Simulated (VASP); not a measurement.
# Si (Fddd) in VASP: further runs

Si is run at these levels: PBE; tasks: single point.

Program: VASP 6.6.1. These are calculated values, not measurements. Logs are shortened: lines on timing, memory, paths and dates and some standing lists are left out, and cuts for length are marked.

### Step 1. The cell of the first run

Symmetry: Fddd, No. 70, orthorhombic system. The conventional cell has a = 2.659 Å, b = 6.674 Å, c = 6.741 Å, α = 90.00°, β = 90.00°, γ = 90.00°. Si (site symmetry 222) has 10 Si at 2.46 to 3.10 Å within 3.3 Å.

### Step 2. Single point, PBE

Input file INCAR:

```
SYSTEM = Si
PREC = Accurate
ENCUT = 520
EDIFF = 1E-6
ISMEAR = 1
SIGMA = 0.1
LREAL = .FALSE.
LASPH = .TRUE.
NELM = 100
ALGO = Normal
ISIF = 2
LWAVE = .FALSE.
LCHARG = .FALSE.
GGA = PE
NBANDS = 11
```

Input file KPOINTS:

```
regular mesh
0
G
  15 15 15
  0 0 0
```

Input file POSCAR:

```
Si
1.0
   -2.3832288600      2.3832288600      1.3292650000
    2.3832288600     -2.3832288600      1.3292650000
    2.3595151400      2.3595151400     -1.3292650000
Si
2
Direct
    0.2500000000      0.7500000000      0.5000000000
    0.5000000000      0.5000000000      0.0000000000
```

Potentials or basis: VASP PAW PBE potentials, release 64 (Si).

Command:

```console
cat potpaw_PBE.64/Si/POTCAR > POTCAR
mpirun -np 1 vasp_std > vasp.out
```

OUTCAR:

```text
SYSTEM = Si
   PREC = Accurate
   ENCUT = 520
   EDIFF = 1E-6
   ISMEAR = 1
   LREAL = .FALSE.
   LASPH = .TRUE.
   NELM = 100
   ISIF = 2
   GGA = PE

 ion  position               nearest neighbor table
   1  0.250  0.750  0.500-   2 2.46   2 2.46   2 2.46   2 2.46   2 3.10   2 3.10   2 3.10   2 3.10

   2  0.500  0.500  0.000-   1 2.46   1 2.46   1 2.46   1 2.46   1 3.10   1 3.10   1 3.10   1 3.10

  LATTYP: Found a face centered orthorhombic cell.
 ALAT       =     2.6585300000
 B/A-ratio  =     2.5103032966
 C/A-ratio  =     2.5355324755

  Lattice vectors:

 A1 = (  -0.0237137200,   4.7427440000,   0.0000000000)
 A2 = (  -2.3832288600,   2.3832288600,   1.3292650000)
 A3 = (   2.3595151400,   2.3595151400,   1.3292650000)

Analysis of symmetry for initial positions (statically):
=====================================================================
 Subroutine PRICEL returns:
 Original cell was already a primitive cell.

 Routine SETGRP: Setting up the symmetry group for a
 face centered orthorhombic supercell.

 Subroutine GETGRP returns: Found  8 space group operations
 (whereof  4 operations were pure point group operations)
 out of a pool of  8 trial point group operations.

The static configuration has the point symmetry D_2 .
 The point group associated with its full space group is D_2h.

Analysis of symmetry for dynamics (positions and initial velocities):
=====================================================================
 Subroutine PRICEL returns:
 Original cell was already a primitive cell.

 Routine SETGRP: Setting up the symmetry group for a
 face centered orthorhombic supercell.

 Subroutine GETGRP returns: Found  8 space group operations
 (whereof  4 operations were pure point group operations)
 out of a pool of  8 trial point group operations.

The dynamic configuration has the point symmetry D_2 .
 The point group associated with its full space group is D_2h.

 Subroutine INISYM returns: Found  8 space group operations
 (whereof  4 operations are pure point group operations),
 and found     1 'primitive' translations

----------------------------------------------------------------------------------------

                                     Primitive cell

  volume of cell :      29.8992

  direct lattice vectors                    reciprocal lattice vectors
    -2.383228860  2.383228860  1.329265000     0.001054268  0.210853675  0.376147721
     2.383228860 -2.383228860  1.329265000     0.210853675  0.001054268  0.376147721
     2.359515140  2.359515140 -1.329265000     0.211907943  0.211907943  0.000000000

  length of vectors
     3.623051896  3.623051896  3.591875392     0.431216293  0.431216293  0.299683087

  position of ions in fractional coordinates (direct lattice)
     0.250000000  0.750000000  0.500000000
     0.500000000  0.500000000  0.000000000

  ion indices of the primitive-cell ions
   primitive index   ion index
                 1           1
                 2           2

----------------------------------------------------------------------------------------

 KPOINTS: regular mesh

Automatic generation of k-mesh.
 Grid dimensions read from file:
 generate k-points for:   15   15   15

 Generating k-lattice:

  Cartesian coordinates                     Fractional coordinates (reciprocal lattice)
     0.000070285  0.014056912  0.025076515     0.066666667  0.000000000  0.000000000
     0.014056912  0.000070285  0.025076515     0.000000000  0.066666667  0.000000000
     0.014127196  0.014127196  0.000000000     0.000000000  0.000000000  0.066666667

  Length of vectors
     0.028747753  0.028747753  0.019978872

  Shift w.r.t. Gamma in fractional coordinates (k-lattice)
     0.000000000  0.000000000  0.000000000

 Subroutine IBZKPT returns following result:
 ===========================================

 Found    512 irreducible k-points:

 Following reciprocal coordinates:
            Coordinates               Weight
  0.000000  0.000000  0.000000      1.000000
  0.066667 -0.000000  0.000000      8.000000
  0.133333 -0.000000  0.000000      8.000000
  0.200000 -0.000000  0.000000      8.000000
  0.266667 -0.000000  0.000000      8.000000
  0.333333 -0.000000  0.000000      8.000000
[... 16 lines left out ...]
  0.133333  0.133333  0.000000      4.000000
  0.200000  0.133333  0.000000      8.000000
 [... further k-points ...]
   k-points           NKPTS =    512   k-points in BZ     NKDIM =    512   number of bands    NBANDS=     11
   number of dos      NEDOS =    301   number of ions     NIONS =      2
   total plane-waves  NPLWV =  21952
   dimension x,y,z NGX =    28 NGY =   28 NGZ =   28
   dimension x,y,z NGXF=    56 NGYF=   56 NGZF=   56
   ions per type =               2
   NGX,Y,Z   is equivalent  to a cutoff of  12.85, 12.85, 12.96 a.u.
   NGXF,Y,Z  is equivalent  to a cutoff of  25.70, 25.70, 25.92 a.u.
 SYSTEM =  Si
   PREC   = accura    normal or accurate (medium, high low for compatibility)
   ISTART =      0    job   : 0-new  1-cont  2-samecut
   ICHARG =      2    charge: 1-file 2-atom 10-const
   ISPIN  =      1    spin polarized calculation?
   LNONCOLLINEAR =      F non collinear calculations
   LSORBIT =      F    spin-orbit coupling
   LASPH  =      T    aspherical Exc in radial PAW
   ENCUT  =  520.0 eV  38.22 Ry    6.18 a.u.   6.74  6.74  6.68*2*pi/ulx,y,z
   NELM   =    100;   NELMIN=  2; NELMDL= -5     # of ELM steps
   EDIFF  = 0.1E-05   stopping-criterion for ELM
   LREAL  =      F    real-space projection
   EDIFFG = 0.1E-04   stopping-criterion for IOM
   NSW    =      0    number of steps for IOM
   IBRION =     -1    ionic relax: 0-MD 1-quasi-New 2-CG
   NFREE  =      0    steps in history (QN), initial steepest desc. (CG)
   ISIF   =      2    stress and relaxation
   ISYM   =      2    0-nonsym 1-usesym 2-fastsym
   POTIM  = 0.5000    time-step for ionic-motion
   TEBEG  =    0.0;   TEEND  =   0.0 temperature during run
   PSTRESS=    0.0 pullay stress
   NELECT =       8.0000    total number of electrons
   NUPDOWN=      -1.0000    fix difference up-down
   EMIN   =  10.00;   EMAX   =-10.00  energy-range for DOS
   EFERMI =   0.00;   METHOD = LEGACY
   ISMEAR =     1;   SIGMA  =   0.10  broadening in eV -4-tet -1-fermi 0-gaus
   EFERMI_NEDOS =   21; number of points for ismear=-14 and -15
   IALGO  =     38    algorithm
   IMIX   =      4    mixing-type and parameters
     AMIX     =   0.40;   BMIX     =  1.00
     AMIX_MAG =   1.60;   BMIX_MAG =  1.00
  volume/ion in A,a.u.               =      14.95       100.88
  Fermi-wavevector in a.u.,A,eV,Ry     =   1.054917  1.993503 15.141231  1.112849
  Thomas-Fermi vector in A             =   2.190095
   LORBIT       =      0    0 simple, 1 ext, 2 COOP (PROOUT), +10 PAW based schemes
   GGA     = PE    functional components
   LHFCALC =     F    Hartree Fock is set to
   AEXX    =    0.0000 exact exchange contribution
   IVDW    =     0    specifies the selected vdW correction
   LEPSILON=     F    determine dielectric tensor
   LRPA    =     F    only Hartree local field effects (RPA)
 non-spin polarized calculation
 Methfessel and Paxton  Order N= 1 SIGMA  =   0.10
  energy-cutoff  :      520.00
  volume of cell :       29.90
 maximum number of plane-waves:       819
   NGX = 13   NGY = 13   NGZ = 13

 number of electron       8.0000000 magnetization

 Free energy of the ion-electron system (eV)
  ---------------------------------------------------
  ext. energy  EPLUGINS =         0.00000000
  ---------------------------------------------------
  free energy    TOTEN  =       -10.25807785 eV

  energy without entropy =      -10.25842497  energy(sigma->0) =      -10.25819356

 E-fermi :   9.3835     XC(G=0): -10.9838

 val. band max:        9.3829337081   @ k =   0.0000   0.0000   0.2000
 cond. band min:       9.3846702639   @ k =   0.3333   0.1333   0.0000
 fundamental gap:      0.0017365558
 Fermi energy:         9.3835198658

 k-point     1 :       0.0000    0.0000    0.0000
  band No.  band energies     occupation
      1      -4.5096      2.00000
      2       6.8431      2.00000
      3       7.0600      2.00000
      4       7.6516      2.00000
      5      10.9566     -0.00000
      6      16.9177      0.00000
      7      18.5161      0.00000
      8      18.5331      0.00000
      9      18.5737      0.00000
     10      19.6561      0.00000
     11      20.1266      0.00000

 k-point     2 :       0.0667   -0.0000    0.0000
  band No.  band energies     occupation
      1      -4.3906      2.00000
      2       6.5121      2.00000
      3       6.9140      2.00000
      4       8.2674      2.00000
      5      11.2354     -0.00000
      6      16.1740      0.00000
      7      17.0151      0.00000
      8      18.2507      0.00000
      9      18.3155      0.00000
     10      19.5155      0.00000
     11      20.9088      0.00000

 k-point     3 :       0.1333   -0.0000    0.0000
  band No.  band energies     occupation
      1      -4.0341      2.00000
      2       6.0822      2.00000
      3       6.7830      2.00000
      4       9.2850      2.04698
      5      11.9928      0.00000
      6      14.4829      0.00000
      7      15.0327      0.00000
      8      17.2279      0.00000
      9      17.3010      0.00000
     10      18.5404      0.00000
     11      20.6669      0.00000

 k-point     4 :       0.2000   -0.0000    0.0000
  band No.  band energies     occupation
      1      -3.4418      2.00000
      2       5.8351      2.00000
      3       6.7130      2.00000
      4      10.2325     -0.00000
      5      12.4630      0.00000
      6      13.0360      0.00000
      7      13.3523      0.00000
      8      15.8310      0.00000
      9      16.1899      0.00000
     10      17.5477      0.00000
     11      20.7983      0.00000

 k-point     5 :       0.2667   -0.0000    0.0000
  band No.  band energies     occupation
      1      -2.6168      2.00000
      2       5.7848      2.00000
      3       6.7641      2.00000
      4       9.2494      2.06738
      5      11.6876      0.00000
      6      12.6362      0.00000
      7      13.4093      0.00000
      8      15.3258      0.00000
      9      15.3484      0.00000
     10      16.7537      0.00000
     11      21.3564      0.00000
[... 211 lines left out ...]
 k-point    21 :      -0.1333    0.0667   -0.0000
  band No.  band energies     occupation
      1      -4.2782      2.00000
      2       5.3421      2.00000
      3       7.0068      2.00000
      4       9.0614      2.00005
      5      11.8958      0.00000
      6      15.3980      0.00000
      7      16.7616      0.00000
      8      17.8863      0.00000
      9      18.2970      0.00000
     10      19.7571      0.00000
     11      20.7732      0.00000

 k-point    22 :      -0.0667    0.0667    0.0000
  band No.  band energies     occupation
      1      -4.4534      2.00000
      2       5.9029      2.00000
      3       7.1105      2.00000
      4       8.3797      2.00000
      5      11.3106     -0.00000
      6      16.2928      0.00000
      7      18.1997      0.00000
      8      18.4646      0.00000
      9      18.8781      0.00000
     10      19.6859      0.00000
     11      20.2474      0.00000

 k-point    23 :       0.1333    0.1333    0.0000
  band No.  band energies     occupation
      1      -2.8393      2.00000
      2       6.0714      2.00000
      3       8.0496      2.00000
      4       9.7060     -0.00005
      5      11.0472     -0.00000
      6      11.3230     -0.00000
      7      13.7029      0.00000
      8      14.5736      0.00000
      9      15.1468      0.00000
     10      17.5983      0.00000
     11      19.8532      0.00000

 k-point    24 :       0.2000    0.1333    0.0000
  band No.  band energies     occupation
      1      -1.8953      2.00000
      2       6.1327      2.00000
      3       7.9166      2.00000
      4       8.4983      2.00000
      5       9.7834     -0.00000
      6      11.7532      0.00000
      7      13.0330      0.00000
      8      13.7957      0.00000
      9      15.9138      0.00000
     10      17.4160      0.00000
     11      20.1745      0.00000

 [... further k-points ...]

------------------------ aborting loop because EDIFF is reached ----------------------------------------

  FORCE on cell =-STRESS in cart. coord.  units (eV):
  Direction    XX          YY          ZZ          XY          YZ          ZX
  --------------------------------------------------------------------------------------
  -------------------------------------------------------------------------------------
  Total        0.6411195      0.6411195      0.4932654      0.2059042      0.0000000      0.0000000
  in kB       34.3549611     34.3549611     26.4320668     11.0335619      0.0000000      0.0000000
  external PRESSURE =      31.7139964 kB  Pullay stress =       0.0000000 kB

 VOLUME and BASIS-vectors are now :
 -----------------------------------------------------------------------------
  energy-cutoff  :      520.00
  volume of cell :       29.90
      direct lattice vectors                 reciprocal lattice vectors
    -2.383228860  2.383228860  1.329265000     0.001054268  0.210853675  0.376147721
     2.383228860 -2.383228860  1.329265000     0.210853675  0.001054268  0.376147721
     2.359515140  2.359515140 -1.329265000     0.211907943  0.211907943  0.000000000

 POSITION                                       TOTAL-FORCE (eV/Angst)
 -----------------------------------------------------------------------------------
      2.37137     -0.01186      0.66463        -0.000000     -0.000000      0.000000
      0.00000      0.00000      1.32926         0.000000      0.000000     -0.000000
 -----------------------------------------------------------------------------------
    total drift:                                0.000000      0.000000      0.000000

  FREE ENERGIE OF THE ION-ELECTRON SYSTEM (eV)
  ---------------------------------------------------
  free  energy   TOTEN  =       -10.2580778510 eV

  energy  without entropy=      -10.2584249679  energy(sigma->0) =      -10.25819356
```

Wall time 61 s (1 thread of Intel Xeon 6975P-C (Granite Rapids), shared host); peak memory 0.25 GiB.

What came out:

```yaml
Free_energy: -10.2581 eV
Pressure: 3.2 GPa
Band_gap_on_the_k_mesh: zero (bands 4 and 5 overlap by 6.87 eV)
```

Stress tensor (GPa, compression positive):
```
3.44 1.10 0.00
1.10 3.44 0.00
0.00 0.00 2.64
```

Levels at points of the mesh, in eV from the Fermi level:
```
           k point  band 1  band 2  band 3  band 4  band 5  band 6  band 7  band 8
(0.00, 0.00, 0.00)  -13.89   -2.54   -2.32   -1.73    1.57    7.53    9.13    9.15
```

Caveat: the cell stands under pressure.

### Step 3. Single point, PBE

Input file INCAR:

```
PREC = Accurate
ENCUT = 520
EDIFF = 1E-6
ISMEAR = 1
SIGMA = 0.1
LREAL = False
LASPH = True
NELM = 100
ALGO = Normal
ISIF = 2
LWAVE = False
LCHARG = True
GGA = PE
LELF = True
LVHAR = True
NBANDS = 11
```

Input file KPOINTS:

```
Automatic mesh
0
Gamma
  15 15 15
```

Input file POSCAR:

```
Si
1.0
   -2.3595151400      2.3595151400      1.3292650000
    2.3595151400     -2.3595151400      1.3292650000
    2.3832288600      2.3832288600     -1.3292650000
Si
2
Direct
    0.2500000000      0.7500000000      0.5000000000
    0.5000000000      0.5000000000      0.0000000000
```

Potentials or basis: VASP PAW PBE potentials, release 64 (Si).

Command:

```console
cat potpaw_PBE.64/Si/POTCAR > POTCAR
mpirun -np 1 vasp_std > vasp.out
```

It took 58 s on 1 thread of Intel Xeon 6975P-C (Granite Rapids), shared host; peak memory 0.24 GiB.

It converged, with:

```
Free energy            : -10.2581 eV
Pressure               : 3.2 GPa
Band gap on the k mesh : zero (bands 4 and 5 overlap by 6.87 eV)
```

Stress tensor (GPa, compression positive):
```
 3.44 -1.10  0.00
-1.10  3.44  0.00
 0.00  0.00  2.64
```

Levels at points of the mesh, in eV from the Fermi level:
```tsv
k point	band 1	band 2	band 3	band 4	band 5	band 6	band 7	band 8	band 9
(0.00, 0.00, 0.00)	-13.89	-2.54	-2.32	-1.73	1.57	7.53	9.13	9.15	9.19
```

Caveat: the cell stands under pressure.

(Continued in part 2 of 2.)
